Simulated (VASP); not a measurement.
Input of a VASP 6.6.1 run:

File INCAR:

```
SYSTEM = TaN
  PREC = Accurate
  ENCUT = 520
  EDIFF = 1E-6
  ISMEAR = 0
  SIGMA = 0.1
  LREAL = .False.
  LASPH = .True.
  NELM = 80
  ALGO = Normal
  ISIF = 2
  LWAVE = .False.
  LCHARG = .False.
  GGA = PE
  NBANDS = 24
```

The input KPOINTS:

```
regular mesh
0
Gamma
  12 12 6
  0 0 0
```

POSCAR

```
TaN
1.0
    3.0500010905      0.0000000000      0.0000000000
   -1.5250005453      2.6413784260      0.0000000000
    0.0000000000      0.0000000000      4.9400000000
Ta N
2 2
Direct
    0.3333333333      0.6666666667      0.0000000000
    0.6666666667      0.3333333333      0.5000000000
    0.3333333333      0.6666666667      0.3850000000
    0.6666666667      0.3333333333      0.8850000000
```

Potentials or basis: VASP PAW PBE potentials, release 64 (Ta_pv, N).

Command:

```bash
$ cat potpaw_PBE.64/Ta_pv/POTCAR potpaw_PBE.64/N/POTCAR > POTCAR
$ mpirun -np 1 vasp_std > vasp.out
```

Problem. What does it give for the band gap on the k mesh?

Solution. Zero (bands 16 and 17 overlap by 2.86 eV).

Problem. Estimate the largest force.

Solution. 2.446 eV/Å.

Stress tensor (GPa, compression positive):
```
148.68   0.00   0.00
  0.00 148.68   0.00
  0.00   0.00 123.25
```

Caveat: the cell stands under pressure; spin-orbit coupling is left out, which moves the levels of the heavy elements; forces of over 1 eV/Å act on the atoms, so gaps and moduli don't describe the material at rest.
